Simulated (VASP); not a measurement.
Sn: single point with PBE+D3(BJ)

The system is Sn.

```
Sn
1.0
    -1.99687    1.99687    1.66277
     1.99687   -1.99687    1.66277
     1.99687    1.99687   -1.66277
Sn
1
Direct
  0.00000 0.00000 0.00000
```

| Quantity | Value |
| --- | --- |
| Program | VASP 6.6.1 |
| Task | single point |
| Functional | PBE |
| Dispersion | D3(BJ) |
| Potentials or basis | VASP PAW PBE potentials, release 64 (Sn_d) |
| Cutoff | 520 eV |
| k mesh | 10 × 10 × 10 |
| Occupations | fermi-dirac, width 0.05 eV |
| Spin | no spin polarisation |
| Dipole correction | no |
| Further INCAR settings | ALGO = Normal; EDIFF = 1e-07; NBANDS = 13 |

| Quantity | Value |
| --- | --- |
| Pressure | -0.1 GPa |
| Band gap on the k mesh | zero (band 7 reaches 15.49 eV, above the bottom of band 8 at 6.21 eV) |
| Dispersion energy per atom | -0.395 eV |

Levels at points of the mesh, in eV from the Fermi level:
| k point | band 4 | band 5 | band 6 | band 7 | band 8 | band 9 | band 10 | band 11 |
| --- | --- | --- | --- | --- | --- | --- | --- | --- |
| (0.00, 0.00, 0.00) | -21.47 | -21.36 | -11.25 | 7.15 | 7.15 | 9.53 | 10.64 | 11.86 |
| (0.50, 0.00, 0.00) | -21.34 | -21.31 | -5.82 | -4.31 | 3.20 | 4.52 | 7.41 | 7.54 |
| (0.50, 0.50, 0.00) | -21.41 | -21.32 | -7.24 | -4.81 | 5.74 | 7.80 | 10.38 | 10.83 |
| (0.50, 0.50, 0.50) | -21.33 | -21.30 | -3.12 | -1.53 | -1.53 | 2.29 | 3.10 | 5.90 |

It took 15 s on 1 thread of Intel(R) Xeon(R) Platinum 8259CL CPU @ 2.50GHz (Skylake/Cascade Lake), with other jobs on the host, peak memory 0.17 GiB.

Caveat: spin-orbit coupling is left out, which moves the levels of the heavy elements; pairwise dispersion overbinds metals, which lowers pressure and volume.
